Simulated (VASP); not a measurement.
Write the native input for VASP 6.6.1 that does the following.

```yaml
Task: single point
Functional: PBE
Potentials_or_basis: VASP PAW PBE potentials, release 64 (Mg, Zn, S)
Cutoff: 600 eV
k_mesh: 4 × 4 × 4
Occupations: gaussian, width 0.02 eV
Spin: no spin polarisation
Dipole_correction: no
Further_INCAR_settings: ALGO = Normal; EDIFF = 1e-06; NBANDS = 46
```

The structure of Mg2ZnS3 lies in POSCAR:

```
Mg2ZnS3
1.0
    5.7980308739     -3.3483071522      0.0000000000
    5.7980308739      3.3483071522      0.0000000000
    0.0000000000      0.0000000000      6.2205004174
Mg Zn S
4 2 6
Direct
    0.1662889019      0.5030589383      0.5024912032
    0.4969410617      0.8337110981      0.5024912032
    0.8337110981      0.4969410617      0.0024912032
    0.5030589383      0.1662889019      0.0024912032
    0.8361598549      0.1638401451      0.5058031746
    0.1638401451      0.8361598549      0.0058031746
    0.1560607153      0.8439392847      0.3747978244
    0.5096697195      0.1669867363      0.3872082973
    0.8330132637      0.4903302805      0.3872082973
    0.8439392847      0.1560607153      0.8747978244
    0.1669867363      0.5096697195      0.8872082973
    0.4903302805      0.8330132637      0.8872082973
```

One way to write it, as run:

INCAR

```
SYSTEM = Mg2ZnS3
ALGO = Normal ; EDIFF = 1E-6
ENCUT = 600 ; GGA = PE
GGA_COMPAT = .False. ; ISIF = 2
ISMEAR = 0 ; LASPH = .True.
LCHARG = .False. ; LREAL = .False.
LWAVE = .False. ; NBANDS = 46
NELM = 120 ; PREC = Accurate
SIGMA = 0.02
```

KPOINTS

```
k-points
0
Gamma
  4 4 4
  0 0 0
```

Potentials or basis: VASP PAW PBE potentials, release 64 (Mg, Zn, S).

Run with:

```sh
$ cat potpaw_PBE.64/Mg/POTCAR potpaw_PBE.64/Zn/POTCAR potpaw_PBE.64/S/POTCAR > POTCAR
$ mpirun -np 1 vasp_std > vasp.out
```

It gave:

The pressure is 6.8 GPa, the largest force is 0.026 eV/Å and the band gap on the k mesh is 3.41 eV.

Caveat: the cell stands under pressure.

Wall time 8.3 min on 1 thread of Oxide Virtual Turin-like Processor, with other jobs on the host, peak memory 0.49 GiB.
